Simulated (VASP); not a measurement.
# Sn (I4/mmm) in VASP: notebook, part 2 of 2

VASP 6.6.1. Earlier steps stand in the parts before.

### Step 3. Single point, BLYP+D4

This run uses another cell than the first one, of 28.00 Å³/atom, 1.019 times its volume.

File INCAR:

```
SYSTEM = Sn
  AGGAC = 1.0
  AGGAX = 1.0
  ALDAC = 0.0
  ALDAX = 1.0
  ALGO = Normal
  EDIFF = 1E-6
  ENCUT = 520
  GGA = B5
  ISIF = 2
  ISMEAR = -1
  IVDW = 13
  LASPH = .TRUE.
  LCHARG = .FALSE.
  LREAL = .FALSE.
  LWAVE = .FALSE.
  NBANDS = 13
  NELM = 100
  PREC = Accurate
  SIGMA = 0.05
  VDW_A1 = 0.44488865
  VDW_A2 = 4.0933009
  VDW_S6 = 1.0
  VDW_S8 = 2.34076671
```

File KPOINTS:

```
k-points
0
G
  10 10 10
  0 0 0
```

File POSCAR:

```
Sn
1.0
   -2.0412305059      2.0412305059      1.6801586846
    2.0412305059     -2.0412305059      1.6801586846
    2.0412305059      2.0412305059     -1.6801586846
Sn
1
Direct
    0.0000000000      0.0000000000      0.0000000000
```

Potentials or basis: VASP PAW PBE potentials, release 64 (Sn_d).

The run is started by

```bash
> cat potpaw_PBE.64/Sn_d/POTCAR > POTCAR
> mpirun -np 1 vasp_std > vasp.out
```

OUTCAR:

```text
SYSTEM = Sn
   EDIFF = 1E-6
   ENCUT = 520
   GGA = B5
   ISIF = 2
   ISMEAR = -1
   IVDW = 13
   LASPH = .TRUE.
   LREAL = .FALSE.
   NELM = 100
   PREC = Accurate

 ion  position               nearest neighbor table
   1  0.000  0.000  0.000-

  LATTYP: Found a body centered tetragonal cell.
 ALAT       =     4.0824610118
 C/A-ratio  =     0.8231107069

  Lattice vectors:

 A1 = (  -2.0412305059,   2.0412305059,   1.6801586846)
 A2 = (   2.0412305059,  -2.0412305059,   1.6801586846)
 A3 = (   2.0412305059,   2.0412305059,  -1.6801586846)

Analysis of symmetry for initial positions (statically):
=====================================================================
 Subroutine PRICEL returns:
 Original cell was already a primitive cell.

 Routine SETGRP: Setting up the symmetry group for a
 body centered tetragonal supercell.

 Subroutine GETGRP returns: Found 16 space group operations
 (whereof 16 operations were pure point group operations)
 out of a pool of 16 trial point group operations.

The static configuration has the point symmetry D_4h.

[... 168 lines left out ...]
      2     -13.2882      2.00000
      3     -13.2882      2.00000
      4     -13.2798      2.00000
      5     -13.1745      2.00000
      6      -2.7054      2.00000
      7      14.6577      0.00000
      8      14.6577      0.00000
      9      16.8950      0.00000
     10      18.4841      0.00000
     11      19.8046      0.00000
     12      20.8176      0.00000
     13      20.8176      0.00000
[... 354 lines left out ...]
  band No.  band energies     occupation
      1     -13.3301      2.00000
      2     -13.2535      2.00000
      3     -13.2297      2.00000
      4     -13.2021      2.00000
      5     -13.1820      2.00000
      6       2.0839      2.00000
      7       5.7475      2.00000
      8       7.1370      2.00000
      9      12.4799      0.00000
     10      17.3764      0.00000
     11      19.5776      0.00000
     12      23.8411      0.00000
     13      24.4047      0.00000

 [... further k-points ...]

------------------------ aborting loop because EDIFF is reached ----------------------------------------

  DFT-D4 for vdW energy calculation

  Edisp (eV):   -0.76612

  FORCE on cell =-STRESS in cart. coord.  units (eV):
  Direction    XX          YY          ZZ          XY          YZ          ZX
  --------------------------------------------------------------------------------------
  -------------------------------------------------------------------------------------
  Total      -0.00912    -0.00912    -0.01004     0.00000    -0.00000    -0.00000
  in kB      -0.52158    -0.52158    -0.57467     0.00000    -0.00000    -0.00000
  external pressure =       -0.54 kB  Pullay stress =        0.00 kB

 VOLUME and BASIS-vectors are now :
 -----------------------------------------------------------------------------
  energy-cutoff  :      520.00
  volume of cell :       28.00
      direct lattice vectors                 reciprocal lattice vectors
    -2.041230506  2.041230506  1.680158685     0.000000000  0.244950288  0.297590939
     2.041230506 -2.041230506  1.680158685     0.244950288  0.000000000  0.297590939
     2.041230506  2.041230506 -1.680158685     0.244950288  0.244950288  0.000000000

 POSITION                                       TOTAL-FORCE (eV/Angst)
 -----------------------------------------------------------------------------------
      0.00000      0.00000      0.00000         0.000000      0.000000      0.000000
 -----------------------------------------------------------------------------------
    total drift:                               -0.000000     -0.000000     -0.000000

  FREE ENERGIE OF THE ION-ELECTRON SYSTEM (eV)
  ---------------------------------------------------
  free  energy   TOTEN  =        -3.6873999773 eV

  energy  without entropy=       -3.6819198976  energy(sigma->0) =       -3.68465994
```

It took 32 s on 1 thread of Intel Xeon Platinum 8488C (Sapphire Rapids), shared host; peak memory 0.17 GiB.

Results:

```yaml
Free_energy: -3.6874 eV
Pressure: -0.1 GPa
Band_gap_on_the_k_mesh: zero (band 7 reaches 14.66 eV, above the bottom of band 8 at 6.32 eV)
Dispersion_energy_per_atom: -0.766 eV
```

Caveat: the PAW data sets were made with another functional, which shifts forces and pressure a little; spin-orbit coupling is left out, which moves the levels of the heavy elements; pairwise dispersion overbinds metals, which lowers pressure and volume.

### Step 4. Relaxation of cell and atoms, revPBE+D3(BJ)

This run uses another cell than the first one, of 27.35 Å³/atom, 0.995 times its volume.

File INCAR:

```
SYSTEM = Sn
  PREC = Accurate
  ENCUT = 600
  EDIFF = 1E-6
  ISMEAR = -1
  SIGMA = 0.05
  LREAL = .False.
  LASPH = .True.
  NELM = 80
  ALGO = Fast
  ISIF = 3
  LWAVE = .False.
  LCHARG = .False.
  GGA = RE
  IVDW = 12
  IBRION = 2
  NSW = 60
  EDIFFG = -0.01
```

File KPOINTS:

```
regular mesh
0
Gamma
  10 10 10
  0 0 0
```

File POSCAR:

```
Sn
1.0
   -2.0291894110      2.0291894110      1.6607599896
    2.0291894110     -2.0291894110      1.6607599896
    2.0291894110      2.0291894110     -1.6607599896
Sn
1
Direct
    0.0000000000      0.0000000000      0.0000000000
```

The run is started by

```bash
> cat potpaw_PBE.64/Sn_d/POTCAR > POTCAR
> mpirun -np 1 vasp_std > vasp.out
```

Wall time 90 s (1 thread of Intel Xeon Platinum 8488C (Sapphire Rapids), shared host); peak memory 0.19 GiB.

It converged, with:

- Free energy: -4.1852 eV
- Relaxed volume: 26.04 Å³/atom
- Relaxed cell: a = 3.257 Å, b = 3.257 Å, c = 3.257 Å, α = 104.99°, β = 104.99°, γ = 118.86°
- Space group after relaxing (to 0.05 Å): I4/mmm (No. 139)
- Energy gained by relaxing: 11.5 meV/atom
- Ionic steps: 6
- Pressure after relaxing: -0.1 GPa
- Band gap on the k mesh: zero (band 7 reaches 15.99 eV, above the bottom of band 8 at 6.45 eV)
- Dispersion energy per atom: -0.741 eV

Step by step:
```tsv
step	energy change (eV)	largest force (eV/Å)	pressure (GPa)	volume (Å³)
1	0.0000	0.0000	-2.26	27.35
2	-0.0109	0.0000	0.38	25.86
3	-0.0110	0.0000	0.18	25.98
4	-0.0110	0.0000	0.04	26.01
5	-0.0115	0.0000	0.00	26.03
6	-0.0115	0.0000	-0.05	26.04
```

Final structure:
```
Sn
1.0
    -1.98266    1.98266    1.65622
     1.98266   -1.98266    1.65622
     1.98266    1.98266   -1.65622
Sn
1
Cartesian
  0.0000 0.0000 0.0000
```

Levels at points of the mesh, in eV from the Fermi level:
| k point | band 4 | band 5 | band 6 | band 7 | band 8 | band 9 | band 10 | band 11 |
| --- | --- | --- | --- | --- | --- | --- | --- | --- |
| (0.00, 0.00, 0.00) | -21.55 | -21.43 | -11.39 | 7.32 | 7.32 | 9.75 | 10.73 | 11.99 |
| (0.50, 0.00, 0.00) | -21.41 | -21.37 | -5.83 | -4.43 | 3.26 | 4.59 | 7.48 | 7.55 |
| (0.50, 0.50, 0.00) | -21.48 | -21.38 | -7.26 | -4.93 | 5.81 | 7.89 | 10.44 | 10.83 |
| (0.50, 0.50, 0.50) | -21.40 | -21.36 | -2.98 | -1.56 | -1.56 | 2.25 | 3.04 | 5.84 |

Caveat: the PAW data sets were made with another functional, which shifts forces and pressure a little; spin-orbit coupling is left out, which moves the levels of the heavy elements; pairwise dispersion overbinds metals, which lowers pressure and volume.

### Step 5. Summary

| task | level | cell | cutoff (eV) | gap on the mesh (eV) | pressure (GPa) |
| --- | --- | --- | --- | --- | --- |
| single point | BLYP+D3(BJ) | a = 3.319 Å, angles 104.7, 104.7, 119.5°, 1 atom | 520 | none | -0.1 |
| single point | BLYP+D4 | a = 3.340 Å, angles 104.7, 104.7, 119.6°, 1 atom | 520 | none | -0.1 |
| relaxation of cell and atoms | revPBE+D3(BJ) | relaxed from a = 3.316 Å, angles 104.5, 104.5, 119.9°, 1 atom | 600 | none | -0.1 |

Alike in all rows: potentials or basis VASP PAW PBE potentials, release 64 (Sn_d); no spin polarisation; k mesh 10 × 10 × 10; smearing fermi-dirac 0.05 eV.

Caveats: the PAW data sets were made with another functional, which shifts forces and pressure a little; spin-orbit coupling is left out, which moves the levels of the heavy elements; pairwise dispersion overbinds metals, which lowers pressure and volume.

Absolute energies hang on the potentials; compare differences alone.
